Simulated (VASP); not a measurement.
# Al4FeCo3 (P4/mmm) in VASP: single point with LDA

Aim: the single point of Al4FeCo3 with LDA.

All numbers are computed with VASP 6.6.1; they aren't measurements. Logs are shortened: lines on timing, memory, paths and dates and some standing lists are left out, and cuts for length are marked.

**1. The cell of the first run**

Symmetry: P4/mmm, No. 123, tetragonal system. Conventional cell: a = 4.036 Å, b = 4.036 Å, c = 5.711 Å, α = 90.00°, β = 90.00°, γ = 90.00°. Al (site symmetry 2mm) has 2 Fe at 2.46 Å and 6 Co at 2.46 to 2.48 Å and 6 Al at 2.82 to 2.89 Å within 3.3 Å. Within 3.3 Å of Fe (site symmetry 4/mmm) lie 8 Al at 2.46 Å and 6 Co at 2.85 to 2.86 Å. Within 3.3 Å of Co (site symmetry 4/mmm) lie 8 Al at 2.46 Å and 4 Fe at 2.85 Å and 2 Co at 2.86 Å. Co (site symmetry 4/mmm) has 8 Al at 2.48 Å and 6 Co at 2.85 to 2.86 Å within 3.3 Å. Co (site symmetry 4/mmm) has 8 Al at 2.48 Å and 4 Co at 2.85 Å and 2 Fe at 2.86 Å within 3.3 Å.

**2. Single point, LDA**

Contents of INCAR:

```
SYSTEM = Al4FeCo3
PREC = Accurate
ENCUT = 520
EDIFF = 1E-6
ISMEAR = 0
SIGMA = 0.1
LREAL = .False.
LASPH = .True.
NELM = 80
ALGO = Fast
ISIF = 2
LWAVE = .False.
LCHARG = .False.
NBANDS = 34
```

Contents of KPOINTS:

```
Automatic mesh
0
Gamma
  10 10 8
  0 0 0
```

Contents of POSCAR:

```
Al4FeCo3
1.0
    4.0361281021      0.0000000000      0.0000000000
    0.0000000000      4.0361281021      0.0000000000
    0.0000000000      0.0000000000      5.7113200318
Al Fe Co
4 1 3
Direct
    0.0000000000      0.5000000000      0.7528055529
    0.0000000000      0.5000000000      0.2471944471
    0.5000000000      0.0000000000      0.7528055529
    0.5000000000      0.0000000000      0.2471944471
    0.5000000000      0.5000000000      0.0000000000
    0.0000000000      0.0000000000      0.0000000000
    0.0000000000      0.0000000000      0.5000000000
    0.5000000000      0.5000000000      0.5000000000
```

Potentials or basis: VASP PAW LDA potentials, release 64 (Al, Fe, Co).

The run is started by

```
$ cat potpaw_LDA.64/Al/POTCAR potpaw_LDA.64/Fe/POTCAR potpaw_LDA.64/Co/POTCAR > POTCAR
$ mpirun -np 1 vasp_std > vasp.out
```

OUTCAR:

```text
SYSTEM = Al4FeCo3
   PREC = Accurate
   ENCUT = 520
   EDIFF = 1E-6
   ISMEAR = 0
   LREAL = .False.
   LASPH = .True.
   NELM = 80
   ISIF = 2

 ion  position               nearest neighbor table
   1  0.000  0.500  0.753-   5 2.46   6 2.46   6 2.46   5 2.46   7 2.48   7 2.48   8 2.48   8 2.48
                             2 2.82   3 2.85   3 2.85   3 2.85   3 2.85   2 2.89
   2  0.000  0.500  0.247-   5 2.46   6 2.46   6 2.46   5 2.46   7 2.48   7 2.48   8 2.48   8 2.48
                             1 2.82   4 2.85   4 2.85   4 2.85   4 2.85   1 2.89
   3  0.500  0.000  0.753-   5 2.46   6 2.46   5 2.46   6 2.46   7 2.48   8 2.48   8 2.48   7 2.48
                             4 2.82   1 2.85   1 2.85   1 2.85   1 2.85   4 2.89
   4  0.500  0.000  0.247-   5 2.46   6 2.46   5 2.46   6 2.46   7 2.48   8 2.48   8 2.48   7 2.48
                             3 2.82   2 2.85   2 2.85   2 2.85   2 2.85   3 2.89
   5  0.500  0.500  0.000-   1 2.46   2 2.46   3 2.46   4 2.46   3 2.46   4 2.46   1 2.46   2 2.46
                             6 2.85   6 2.85   6 2.85   6 2.85   8 2.86   8 2.86
   6  0.000  0.000  0.000-   1 2.46   2 2.46   3 2.46   4 2.46   1 2.46   2 2.46   3 2.46   4 2.46
                             5 2.85   5 2.85   5 2.85   5 2.85   7 2.86   7 2.86
   7  0.000  0.000  0.500-   1 2.48   2 2.48   3 2.48   4 2.48   1 2.48   2 2.48   3 2.48   4 2.48
                             8 2.85   8 2.85   8 2.85   8 2.85   6 2.86   6 2.86
   8  0.500  0.500  0.500-   1 2.48   2 2.48   3 2.48   4 2.48   3 2.48   4 2.48   1 2.48   2 2.48
                             7 2.85   7 2.85   7 2.85   7 2.85   5 2.86   5 2.86

  LATTYP: Found a simple tetragonal cell.
 ALAT       =     4.0361281021
 C/A-ratio  =     1.4150492470

  Lattice vectors:

 A1 = (   4.0361281021,   0.0000000000,   0.0000000000)
 A2 = (   0.0000000000,   4.0361281021,   0.0000000000)
 A3 = (   0.0000000000,   0.0000000000,   5.7113200318)

Analysis of symmetry for initial positions (statically):
=====================================================================
 Subroutine PRICEL returns:
 Original cell was already a primitive cell.

 Routine SETGRP: Setting up the symmetry group for a
 simple tetragonal supercell.

 Subroutine GETGRP returns: Found 16 space group operations
 (whereof 16 operations were pure point group operations)
 out of a pool of 16 trial point group operations.

The static configuration has the point symmetry D_4h.

Analysis of symmetry for dynamics (positions and initial velocities):
=====================================================================
 Subroutine PRICEL returns:
 Original cell was already a primitive cell.

 Routine SETGRP: Setting up the symmetry group for a
 simple tetragonal supercell.

 Subroutine GETGRP returns: Found 16 space group operations
 (whereof 16 operations were pure point group operations)
 out of a pool of 16 trial point group operations.

The dynamic configuration has the point symmetry D_4h.

 Subroutine INISYM returns: Found 16 space group operations
 (whereof 16 operations are pure point group operations),
 and found     1 'primitive' translations

----------------------------------------------------------------------------------------

                                     Primitive cell

  volume of cell :      93.0393

  direct lattice vectors                    reciprocal lattice vectors
     4.036128102  0.000000000  0.000000000     0.247762205  0.000000000  0.000000000
     0.000000000  4.036128102  0.000000000     0.000000000  0.247762205  0.000000000
     0.000000000  0.000000000  5.711320032     0.000000000  0.000000000  0.175090871

  length of vectors
     4.036128102  4.036128102  5.711320032     0.247762205  0.247762205  0.175090871

  position of ions in fractional coordinates (direct lattice)
     0.000000000  0.500000000  0.752805553
     0.000000000  0.500000000  0.247194447
     0.500000000  0.000000000  0.752805553
     0.500000000  0.000000000  0.247194447
     0.500000000  0.500000000  0.000000000
     0.000000000  0.000000000  0.000000000
     0.000000000  0.000000000  0.500000000
     0.500000000  0.500000000  0.500000000

  ion indices of the primitive-cell ions
   primitive index   ion index
                 1           1
                 2           2
                 3           3
                 4           4
                 5           5
                 6           6
                 7           7
                 8           8

----------------------------------------------------------------------------------------

 KPOINTS: Automatic mesh

Automatic generation of k-mesh.
 Grid dimensions read from file:
 generate k-points for:   10   10    8

 Generating k-lattice:

  Cartesian coordinates                     Fractional coordinates (reciprocal lattice)
     0.024776221  0.000000000  0.000000000     0.100000000  0.000000000  0.000000000
     0.000000000  0.024776221  0.000000000     0.000000000  0.100000000  0.000000000
     0.000000000  0.000000000  0.021886359     0.000000000  0.000000000  0.125000000

  Length of vectors
     0.024776221  0.024776221  0.021886359

  Shift w.r.t. Gamma in fractional coordinates (k-lattice)
     0.000000000  0.000000000  0.000000000

 Subroutine IBZKPT returns following result:
 ===========================================

 Found    105 irreducible k-points:

 Following reciprocal coordinates:
            Coordinates               Weight
  0.000000  0.000000  0.000000      1.000000
  0.100000  0.000000  0.000000      4.000000
  0.200000  0.000000  0.000000      4.000000
  0.300000  0.000000  0.000000      4.000000
  0.400000  0.000000  0.000000      4.000000
  0.500000  0.000000  0.000000      2.000000
[... 16 lines left out ...]
  0.100000  0.000000  0.125000      8.000000
  0.200000  0.000000  0.125000      8.000000
 [... further k-points ...]
   k-points           NKPTS =    105   k-points in BZ     NKDIM =    105   number of bands    NBANDS=     34
   number of dos      NEDOS =    301   number of ions     NIONS =      8
   total plane-waves  NPLWV =  37800
   dimension x,y,z NGX =    30 NGY =   30 NGZ =   42
   dimension x,y,z NGXF=    60 NGYF=   60 NGZF=   84
   ions per type =               4   1   3
   NGX,Y,Z   is equivalent  to a cutoff of  12.36, 12.36, 12.23 a.u.
   NGXF,Y,Z  is equivalent  to a cutoff of  24.71, 24.71, 24.45 a.u.
 SYSTEM =  Al4FeCo3
   PREC   = accura    normal or accurate (medium, high low for compatibility)
   ISTART =      0    job   : 0-new  1-cont  2-samecut
   ICHARG =      2    charge: 1-file 2-atom 10-const
   ISPIN  =      1    spin polarized calculation?
   LNONCOLLINEAR =      F non collinear calculations
   LSORBIT =      F    spin-orbit coupling
   LASPH  =      T    aspherical Exc in radial PAW
   ENCUT  =  520.0 eV  38.22 Ry    6.18 a.u.   7.50  7.50 10.62*2*pi/ulx,y,z
   NELM   =     80;   NELMIN=  2; NELMDL= -5     # of ELM steps
   EDIFF  = 0.1E-05   stopping-criterion for ELM
   LREAL  =      F    real-space projection
   EDIFFG = 0.1E-04   stopping-criterion for IOM
   NSW    =      0    number of steps for IOM
   IBRION =     -1    ionic relax: 0-MD 1-quasi-New 2-CG
   NFREE  =      0    steps in history (QN), initial steepest desc. (CG)
   ISIF   =      2    stress and relaxation
   ISYM   =      2    0-nonsym 1-usesym 2-fastsym
   POTIM  = 0.5000    time-step for ionic-motion
   TEBEG  =    0.0;   TEEND  =   0.0 temperature during run
   PSTRESS=    0.0 pullay stress
   NELECT =      47.0000    total number of electrons
   NUPDOWN=      -1.0000    fix difference up-down
   EMIN   =  10.00;   EMAX   =-10.00  energy-range for DOS
   EFERMI =   0.00;   METHOD = LEGACY
   ISMEAR =     0;   SIGMA  =   0.10  broadening in eV -4-tet -1-fermi 0-gaus
   EFERMI_NEDOS =   21; number of points for ismear=-14 and -15
   IALGO  =     68    algorithm
   IMIX   =      4    mixing-type and parameters
     AMIX     =   0.40;   BMIX     =  1.00
     AMIX_MAG =   1.60;   BMIX_MAG =  1.00
  volume/ion in A,a.u.               =      11.63        78.48
  Fermi-wavevector in a.u.,A,eV,Ry     =   1.303823  2.463868 23.129286  1.699955
  Thomas-Fermi vector in A             =   2.434800
   LORBIT       =      0    0 simple, 1 ext, 2 COOP (PROOUT), +10 PAW based schemes
   GGA     = CA    functional components
   LHFCALC =     F    Hartree Fock is set to
   AEXX    =    0.0000 exact exchange contribution
   IVDW    =     0    specifies the selected vdW correction
   LEPSILON=     F    determine dielectric tensor
   LRPA    =     F    only Hartree local field effects (RPA)
 non-spin polarized calculation
 RMM-DIIS sequential band-by-band and
 Gauss-broadening in eV      SIGMA  =   0.10
  energy-cutoff  :      520.00
  volume of cell :       93.04
 maximum number of plane-waves:      2566
   NGX = 15   NGY = 15   NGZ = 21

 number of electron      46.9999989 magnetization

 Free energy of the ion-electron system (eV)
  ---------------------------------------------------
  ext. energy  EPLUGINS =         0.00000000
  ---------------------------------------------------
  free energy    TOTEN  =       -55.40397721 eV

  energy without entropy =      -55.38958753  energy(sigma->0) =      -55.39678237

 E-fermi :   9.4417     XC(G=0): -12.4825

 val. band max:        9.4331438896   @ k =   0.3000   0.2000   0.0000
 cond. band min:       9.4530557932   @ k =   0.0000   0.0000   0.0000
 fundamental gap:      0.0199119037
 Fermi energy:         9.4416878834

 k-point     1 :       0.0000    0.0000    0.0000
  band No.  band energies     occupation
      1      -1.1704      2.00000
      2       3.0865      2.00000
      3       3.2505      2.00000
      4       4.5663      2.00000
      5       5.9068      2.00000
      6       5.9068      2.00000
[... 26 lines left out ...]
     33      15.7291      0.00000
     34      15.7428      0.00000

 k-point     2 :       0.1000    0.0000    0.0000
  band No.  band energies     occupation
      1      -1.0758      2.00000
      2       3.1402      2.00000
      3       3.3450      2.00000
      4       4.4360      2.00000
      5       5.8135      2.00000
      6       5.9410      2.00000
[... 26 lines left out ...]
     33      15.3595      0.00000
     34      15.4316      0.00000

 k-point     3 :       0.2000    0.0000    0.0000
  band No.  band energies     occupation
      1      -0.7938      2.00000
      2       3.2991      2.00000
      3       3.6238      2.00000
      4       3.8929      2.00000
      5       5.5542      2.00000
      6       6.0012      2.00000
[... 26 lines left out ...]
     33      14.7860      0.00000
     34      16.1082      0.00000

 k-point     4 :       0.3000    0.0000    0.0000
  band No.  band energies     occupation
      1      -0.3302      2.00000
      2       2.9881      2.00000
      3       3.5560      2.00000
      4       4.0756      2.00000
      5       5.1787      2.00000
      6       6.0447      2.00000
[... 26 lines left out ...]
     33      15.4875      0.00000
     34      16.0030      0.00000

 k-point     5 :       0.4000    0.0000    0.0000
  band No.  band energies     occupation
      1       0.3047      2.00000
      2       2.0089      2.00000
      3       3.8976      2.00000
      4       4.6633      2.00000
      5       4.7450      2.00000
      6       5.8382      2.00000
[... 621 lines left out ...]
 k-point    22 :       0.0000    0.0000    0.1250
  band No.  band energies     occupation
      1      -1.0965      2.00000
      2       2.2306      2.00000
      3       4.1429      2.00000
      4       4.6081      2.00000
      5       5.8430      2.00000
      6       5.9350      2.00000
[... 26 lines left out ...]
     33      15.7918      0.00000
     34      15.8354      0.00000

 k-point    23 :       0.1000    0.0000    0.1250
  band No.  band energies     occupation
      1      -1.0022      2.00000
      2       2.3087      2.00000
      3       4.2113      2.00000
      4       4.4779      2.00000
      5       5.7303      2.00000
      6       5.9815      2.00000
[... 26 lines left out ...]
     33      15.3083      0.00000
     34      15.6169      0.00000

 k-point    24 :       0.2000    0.0000    0.1250
  band No.  band energies     occupation
      1      -0.7210      2.00000
      2       2.5380      2.00000
      3       3.9386      2.00000
      4       4.4156      2.00000
      5       5.4359      2.00000
      6       6.0536      2.00000
[... 26 lines left out ...]
     33      14.7727      0.00000
     34      15.6654      0.00000

 [... further k-points ...]

------------------------ aborting loop because EDIFF is reached ----------------------------------------

  FORCE on cell =-STRESS in cart. coord.  units (eV):
  Direction    XX          YY          ZZ          XY          YZ          ZX
  --------------------------------------------------------------------------------------
  -------------------------------------------------------------------------------------
  Total       -6.3721029     -6.3721029     -6.3300862      0.0000000     -0.0000000      0.0000000
  in kB     -109.7304058   -109.7304058   -109.0068592      0.0000000     -0.0000000      0.0000000
  external PRESSURE =    -109.4892236 kB  Pullay stress =       0.0000000 kB

 VOLUME and BASIS-vectors are now :
 -----------------------------------------------------------------------------
  energy-cutoff  :      520.00
  volume of cell :       93.04
      direct lattice vectors                 reciprocal lattice vectors
     4.036128102  0.000000000  0.000000000     0.247762205  0.000000000  0.000000000
     0.000000000  4.036128102  0.000000000     0.000000000  0.247762205  0.000000000
     0.000000000  0.000000000  5.711320032     0.000000000  0.000000000  0.175090871

 POSITION                                       TOTAL-FORCE (eV/Angst)
 -----------------------------------------------------------------------------------
      0.00000      2.01806      4.29951        -0.000000     -0.000000     -0.018665
      0.00000      2.01806      1.41181        -0.000000     -0.000000      0.018665
      2.01806      0.00000      4.29951        -0.000000      0.000000     -0.018665
      2.01806      0.00000      1.41181         0.000000      0.000000      0.018665
      2.01806      2.01806      0.00000         0.000000      0.000000      0.000000
      0.00000      0.00000      0.00000         0.000000      0.000000      0.000000
      0.00000      0.00000      2.85566         0.000000      0.000000      0.000000
      2.01806      2.01806      2.85566         0.000000      0.000000      0.000000
 -----------------------------------------------------------------------------------
    total drift:                                0.000000      0.000000      0.000000

  FREE ENERGIE OF THE ION-ELECTRON SYSTEM (eV)
  ---------------------------------------------------
  free  energy   TOTEN  =       -55.4039772125 eV

  energy  without entropy=      -55.3895875313  energy(sigma->0) =      -55.39678237
```

Run time: 5.4 min. Hardware: 1 thread of Intel Xeon Platinum 8375C at 2.90GHz (Ice Lake), shared host; peak memory 0.39 GiB.

Results:

```yaml
Free_energy: -55.4040 eV
Pressure: -10.9 GPa
Largest_force: 0.019 eV/Å
Band_gap_on_the_k_mesh: zero (an odd number of electrons rules out a gap without spin polarisation)
```

Forces on the atoms (eV/Å):
```
Al   0.000  0.000 -0.019
Al   0.000  0.000  0.019
Al   0.000  0.000 -0.019
Al   0.000  0.000  0.019
Fe   0.000  0.000  0.000
Co   0.000  0.000  0.000
Co   0.000  0.000  0.000
Co   0.000  0.000  0.000
```

Caveat: the cell stands under tension; the run has no spin polarisation, though such a crystal can be magnetic. Spin polarisation is off, so any magnetic state and its effect on volume and gap are missing.
